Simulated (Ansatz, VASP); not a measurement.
**Ta2N: VASP beside Ansatz**

```xyz
9
Lattice="5.1062 0.0000 0.0000 -2.5531 4.4221 0.0000 0.0000 0.0000 5.0600" Properties=species:S:1:pos:R:3 pbc="T T T"
Ta    1.7024    2.9487    3.8091
Ta   -0.8507    1.4734    3.8091
Ta    1.7014    0.0000    3.8091
Ta    0.8507    1.4734    1.2509
Ta   -1.7024    2.9487    1.2509
Ta    3.4048    0.0000    1.2509
N     2.5531    1.4740    2.5300
N     0.0000    2.9481    2.5300
N     0.0000    0.0000    0.0000
```

Change from the starting cell: strain -0.030 along x and y, +0.030 along z, atoms carried along.

Alike in both runs: task single point; functional PBEsol; k mesh 12 × 12 × 8; occupations gaussian, width 0.15 eV; no spin polarisation.

|  | VASP | Ansatz |
| --- | --- | --- |
| version | VASP 6.6.1 | Ansatz 0.2.0 |
| potentials or method | VASP PAW PBE potentials, release 64 (Ta_pv, N), cutoff 520 eV | scalar-relativistic, plane waves, PAW |
| valence electrons in the cell | 81 | 93 |

|  | VASP | Ansatz | Ansatz less VASP |
| --- | --- | --- | --- |
| gap on the k mesh at the Fermi level (eV) | none | none | - |
| pressure (GPa) | 10.9 | 10.2 | -0.72 |
| traceless stress, the component that is largest in VASP (GPa) | -11.08 | -11.09 | -0.013 |
| rms of the force components (eV/Å) | 0.080 | 0.074 | -0.0064 |

VASP's potentials were made for PBE, not for PBEsol. Atom by atom the forces differ by 0.009 eV/Å (rms over components). A gap of «none» marks a metal or a gap that the smearing closes. With one functional, cell and mesh, what is left measures potentials, basis and numerics. VASP's potentials hold 81 valence electrons a cell and Ansatz's 93, so a difference there can come from the potentials and not from the codes.

Spin-orbit coupling is off throughout.
